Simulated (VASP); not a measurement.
# PIr (rocksalt type) (Fm-3m) in VASP: notebook, part 2 of 2

VASP 6.6.1. The steps go on from the part before.

### Step 4. Electric field gradients, PBE

This run uses another cell than the first one, of 14.97 Å³/atom, 1.020 times its volume.

Contents of INCAR:

```
  PREC = Accurate
  ENCUT = 520
  EDIFF = 1E-8
  ISMEAR = -1
  SIGMA = 0.05
  LREAL = F
  LASPH = T
  NELM = 100
  ALGO = Normal
  ISIF = 2
  LWAVE = F
  LCHARG = F
  GGA = PE
  LEFG = T
  NBANDS = 14
```

Contents of KPOINTS:

```
Automatic mesh
0
Gamma
  13 13 13
```

Contents of POSCAR:

```
PIr
1.0
    0.0000000000      2.4648029303      2.4648029303
    2.4648029303      0.0000000000      2.4648029303
    2.4648029303      2.4648029303      0.0000000000
Ir P
1 1
Direct
    0.0000000000      0.0000000000      0.0000000000
    0.5000000000      0.5000000000      0.5000000000
```

Potentials or basis: VASP PAW PBE potentials, release 64 (Ir, P).

Launch:

```bash
> cat potpaw_PBE.64/Ir/POTCAR potpaw_PBE.64/P/POTCAR > POTCAR
> mpirun -np 1 vasp_std > vasp.out
```

OUTCAR:

```text
PREC = Accurate
   ENCUT = 520
   EDIFF = 1E-8
   ISMEAR = -1
   LREAL = F
   LASPH = T
   NELM = 100
   ISIF = 2
   GGA = PE

 ion  position               nearest neighbor table
   1  0.000  0.000  0.000-   2 2.46   2 2.46   2 2.46   2 2.46   2 2.46   2 2.46
   2  0.500  0.500  0.500-   1 2.46   1 2.46   1 2.46   1 2.46   1 2.46   1 2.46

  LATTYP: Found a face centered cubic cell.
 ALAT       =     4.9296058606

  Lattice vectors:

 A1 = (   0.0000000000,   2.4648029303,   2.4648029303)
 A2 = (   2.4648029303,   0.0000000000,   2.4648029303)
 A3 = (   2.4648029303,   2.4648029303,   0.0000000000)

Analysis of symmetry for initial positions (statically):
=====================================================================
 Subroutine PRICEL returns:
 Original cell was already a primitive cell.

 Routine SETGRP: Setting up the symmetry group for a
 face centered cubic supercell.

 Subroutine GETGRP returns: Found 48 space group operations
[... 595 lines left out ...]
  volume of cell :       29.95
      direct lattice vectors                 reciprocal lattice vectors
     0.000000000  2.464802930  2.464802930    -0.202855974  0.202855974  0.202855974
     2.464802930  0.000000000  2.464802930     0.202855974 -0.202855974  0.202855974
     2.464802930  2.464802930  0.000000000     0.202855974  0.202855974 -0.202855974

 POSITION                                       TOTAL-FORCE (eV/Angst)
 -----------------------------------------------------------------------------------
      0.00000      0.00000      0.00000        -0.000000      0.000000     -0.000000
      2.46480      2.46480      2.46480         0.000000     -0.000000      0.000000
 -----------------------------------------------------------------------------------
    total drift:                               -0.000000      0.000000      0.000000

  FREE ENERGIE OF THE ION-ELECTRON SYSTEM (eV)
  ---------------------------------------------------
  free  energy   TOTEN  =       -14.0414591601 eV

  energy  without entropy=      -14.0289824802  energy(sigma->0) =      -14.03522082

 Electric field gradients (V/A^2)
---------------------------------------------------------------------
 ion       V_xx      V_yy      V_zz      V_xy      V_xz      V_yz
---------------------------------------------------------------------
   1      -0.000     0.000    -0.000     0.000     0.000     0.000
   2       0.000    -0.000    -0.000     0.000     0.000     0.000
---------------------------------------------------------------------

 Electric field gradients after diagonalization (V/A^2)
 (convention: |V_zz| > |V_xx| > |V_yy|)
----------------------------------------------------------------------
 ion       V_xx      V_yy      V_zz     asymmetry (V_yy - V_xx)/ V_zz
----------------------------------------------------------------------
   1      -0.000    -0.000     0.000       0.000
   2      -0.000    -0.000     0.000       0.000
----------------------------------------------------------------------

           NMR quadrupolar parameters

 Cq : quadrupolar parameter    Cq=e*Q*V_zz/h
 eta: asymmetry parameters     (V_yy - V_xx)/ V_zz
 Q  : nuclear electric quadrupole moment in mb (millibarn)
----------------------------------------------------------------------
 ion       Cq(MHz)       eta       Q (mb)
----------------------------------------------------------------------
   1       0.000       0.000       1.000
   2       0.000       0.000       1.000
----------------------------------------------------------------------
```

OSZICAR:

```text
N       E                     dE             d eps       ncg     rms          rms(c)
DAV:   1     0.801291994825E+02    0.80129E+02   -0.62493E+03  2360   0.923E+02
DAV:   2    -0.108245621542E+02   -0.90954E+02   -0.79616E+02  2460   0.222E+02
DAV:   3    -0.144298586023E+02   -0.36053E+01   -0.35354E+01  3156   0.478E+01
DAV:   4    -0.144805704933E+02   -0.50712E-01   -0.50676E-01  2580   0.576E+00
DAV:   5    -0.144816081244E+02   -0.10376E-02   -0.10376E-02  3142   0.853E-01    0.149E+01
DAV:   6    -0.141057394878E+02    0.37587E+00   -0.20761E+00  3050   0.149E+01    0.621E+00
DAV:   7    -0.140529468748E+02    0.52793E-01   -0.23462E-01  2990   0.529E+00    0.423E+00
DAV:   8    -0.140416846208E+02    0.11262E-01   -0.32650E-02  2868   0.161E+00    0.390E-01
DAV:   9    -0.140415371221E+02    0.14750E-03   -0.87375E-04  2702   0.211E-01    0.309E-01
DAV:  10    -0.140414688738E+02    0.68248E-04   -0.51951E-04  2736   0.185E-01    0.452E-02
DAV:  11    -0.140414619259E+02    0.69479E-05   -0.56212E-05  3018   0.768E-02    0.233E-02
DAV:  12    -0.140414602273E+02    0.16986E-05   -0.28721E-06  2882   0.125E-02    0.102E-02
DAV:  13    -0.140414592800E+02    0.94725E-06   -0.52344E-07  2964   0.814E-03    0.206E-03
DAV:  14    -0.140414591257E+02    0.15431E-06   -0.30096E-08  2060   0.150E-03    0.652E-04
DAV:  15    -0.140414591447E+02   -0.19025E-07   -0.68800E-09  1398   0.866E-04    0.250E-04
DAV:  16    -0.140414591626E+02   -0.17839E-07   -0.10970E-09  1308   0.363E-04    0.508E-05
DAV:  17    -0.140414591601E+02    0.24626E-08   -0.19415E-10  1260   0.162E-04
   1 F= -.14041459E+02 E0= -.14035221E+02  d E =-.124767E-01
```

Wall time 20 s (1 thread of Intel Xeon 6975P-C (Granite Rapids), shared host); peak memory 0.18 GiB.

Results:

```yaml
Free_energy: -14.0415 eV
Pressure: 0.4 GPa
Band_gap_on_the_k_mesh: zero (band 7 reaches 9.72 eV, above the bottom of band 8 at 8.29 eV)
```

Caveat: without QUAD_EFG the Cq values of the log hold for a quadrupole moment of 1 mb, not for the nuclei; spin-orbit coupling is left out, which moves the levels of the heavy elements.

### Step 5. Electric field gradients, PBE (volume scaled by 1.02)

Contents of INCAR:

```
PREC = Accurate
ENCUT = 520
EDIFF = 1E-8
ISMEAR = -1
SIGMA = 0.05
LREAL = F
LASPH = T
NELM = 60
ALGO = Normal
ISIF = 2
LWAVE = F
LCHARG = F
GGA = PE
LEFG = T
NBANDS = 14
```

KPOINTS is that of step 4.

Contents of POSCAR:

```
PIr
1.0
    0.0000000000      2.4811266042      2.4811266042
    2.4811266042      0.0000000000      2.4811266042
    2.4811266042      2.4811266042      0.0000000000
Ir P
1 1
Direct
    0.0000000000      0.0000000000      0.0000000000
    0.5000000000      0.5000000000      0.5000000000
```

Potentials or basis: VASP PAW PBE potentials, release 64 (Ir, P).

Launch:

```bash
> cat potpaw_PBE.64/Ir/POTCAR potpaw_PBE.64/P/POTCAR > POTCAR
> mpirun -np 1 vasp_std > vasp.out
```

OUTCAR:

```text
PREC = Accurate
   ENCUT = 520
   EDIFF = 1E-8
   ISMEAR = -1
   LREAL = F
   LASPH = T
   NELM = 60
   ISIF = 2
   GGA = PE

 ion  position               nearest neighbor table
   1  0.000  0.000  0.000-   2 2.48   2 2.48   2 2.48   2 2.48   2 2.48   2 2.48
   2  0.500  0.500  0.500-   1 2.48   1 2.48   1 2.48   1 2.48   1 2.48   1 2.48

  LATTYP: Found a face centered cubic cell.
 ALAT       =     4.9622532084

  Lattice vectors:

 A1 = (   0.0000000000,   2.4811266042,   2.4811266042)
 A2 = (   2.4811266042,   0.0000000000,   2.4811266042)
 A3 = (   2.4811266042,   2.4811266042,   0.0000000000)

Analysis of symmetry for initial positions (statically):
=====================================================================
 Subroutine PRICEL returns:
 Original cell was already a primitive cell.

 Routine SETGRP: Setting up the symmetry group for a
 face centered cubic supercell.

 Subroutine GETGRP returns: Found 48 space group operations
[... 595 lines left out ...]
  volume of cell :       30.55
      direct lattice vectors                 reciprocal lattice vectors
     0.000000000  2.481126604  2.481126604    -0.201521357  0.201521357  0.201521357
     2.481126604  0.000000000  2.481126604     0.201521357 -0.201521357  0.201521357
     2.481126604  2.481126604  0.000000000     0.201521357  0.201521357 -0.201521357

 POSITION                                       TOTAL-FORCE (eV/Angst)
 -----------------------------------------------------------------------------------
      0.00000      0.00000      0.00000        -0.000000      0.000000     -0.000000
      2.48113      2.48113      2.48113         0.000000     -0.000000      0.000000
 -----------------------------------------------------------------------------------
    total drift:                               -0.000000      0.000000      0.000000

  FREE ENERGIE OF THE ION-ELECTRON SYSTEM (eV)
  ---------------------------------------------------
  free  energy   TOTEN  =       -14.0356586103 eV

  energy  without entropy=      -14.0232643080  energy(sigma->0) =      -14.02946146

 Electric field gradients (V/A^2)
---------------------------------------------------------------------
 ion       V_xx      V_yy      V_zz      V_xy      V_xz      V_yz
---------------------------------------------------------------------
   1      -0.000    -0.000     0.000     0.000     0.000     0.000
   2       0.000     0.000    -0.000     0.000     0.000     0.000
---------------------------------------------------------------------

 Electric field gradients after diagonalization (V/A^2)
 (convention: |V_zz| > |V_xx| > |V_yy|)
----------------------------------------------------------------------
 ion       V_xx      V_yy      V_zz     asymmetry (V_yy - V_xx)/ V_zz
----------------------------------------------------------------------
   1      -0.000    -0.000     0.000       0.000
   2      -0.000    -0.000     0.000       0.000
----------------------------------------------------------------------

           NMR quadrupolar parameters

 Cq : quadrupolar parameter    Cq=e*Q*V_zz/h
 eta: asymmetry parameters     (V_yy - V_xx)/ V_zz
 Q  : nuclear electric quadrupole moment in mb (millibarn)
----------------------------------------------------------------------
 ion       Cq(MHz)       eta       Q (mb)
----------------------------------------------------------------------
   1       0.000       0.000       1.000
   2       0.000       0.000       1.000
----------------------------------------------------------------------
```

It took 19 s on 1 thread of Intel Xeon 6975P-C (Granite Rapids), shared host; peak memory 0.18 GiB.

What came out:

```yaml
Free_energy: -14.0357 eV
Pressure: -3.5 GPa
Band_gap_on_the_k_mesh: zero (band 7 reaches 9.40 eV, above the bottom of band 8 at 8.02 eV)
```

Caveat: the cell differs from its parent crystal (volume scaled by 1.02); without QUAD_EFG the Cq values of the log hold for a quadrupole moment of 1 mb, not for the nuclei; spin-orbit coupling is left out, which moves the levels of the heavy elements.

### Step 6. Summary

```tsv
cell	gap on the mesh (eV)	pressure (GPa)
a = 3.462 Å, angles 60.0°, 2 atoms	none	4.9
a = 3.486 Å, angles 60.0°, 2 atoms	none	0.4
a = 3.509 Å, angles 60.0°, 2 atoms	none	-3.5
```

Alike in all rows: task electric field gradients; level PBE; potentials or basis VASP PAW PBE potentials, release 64 (Ir, P); no spin polarisation; k mesh 13 × 13 × 13; cutoff (eV) 520; smearing fermi-dirac 0.05 eV.

Caveats: spin-orbit coupling is left out, which moves the levels of the heavy elements.

Absolute energies hang on the potentials; compare differences alone.
